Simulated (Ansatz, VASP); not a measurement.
Nb: VASP beside Ansatz

Contents of INCAR:

```
  PREC = Accurate
  ENCUT = 520
  EDIFF = 1E-6
  ISMEAR = -1
  SIGMA = 0.1
  LREAL = F
  LASPH = T
  NELM = 80
  ALGO = Normal
  ISIF = 2
  LWAVE = F
  LCHARG = T
  GGA = PE
  LELF = T
  LVHAR = T
  NBANDS = 12
```

File KPOINTS:

```
regular mesh
0
Gamma
  13 13 13
```

Contents of POSCAR:

```
Nb
1.0
    2.7912412619      0.0000000000      0.0000000000
    0.0000000000      2.7912412619      0.0000000000
    0.0000000000      0.0000000000      2.7912412619
Nb
1
Direct
    0.0000000000      0.0000000000      0.0000000000
```

Input for Ansatz:

```yaml
crystal:
  lattice:
    - [2.7912412619, 0.0, 0.0]
    - [0.0, 2.7912412619, 0.0]
    - [0.0, 0.0, 2.7912412619]
  atoms:
    - { symbol: Nb, position: [0.0, 0.0, 0.0] }
hamiltonian:
  xc: pbe
  pseudopotentials:
    kind: paw
    azcp:
      Nb: "pseudopotentials/Nb.paw.azcp"
basis:
  ecutwfc: 420
  fft_grid_basis: typed
kpoints:
  mp_grid: { grid: [13, 13, 13], shift: [0, 0, 0] }
magnetization:
  spin_polarized: false
scf:
  occupations: { method: fermi_dirac, width: 0.1 }
  lower_state_search: "off"
output:
  stress: true
  write_density: true
  write_potential: true
  elf: true
  volumetric_format: npy
```

Alike in both runs: task single point; functional PBE; k mesh 13 × 13 × 13; occupations fermi-dirac, width 0.1 eV; no spin polarisation.

```csv
,VASP,Ansatz
version,VASP 6.6.1,Ansatz 0.2.0
potentials or method,"VASP PAW PBE potentials, release 64 (Nb_sv), cutoff 520 eV","plane waves (420 eV) with PAW, scalar-relativistic"
valence electrons in the cell,13,13
```

Ansatz gave:

| Quantity | Value |
| --- | --- |
| pressure (GPa) | -8.9 |

Task: Estimate VASP's values.

Result: Pressure (GPa): -9.1.
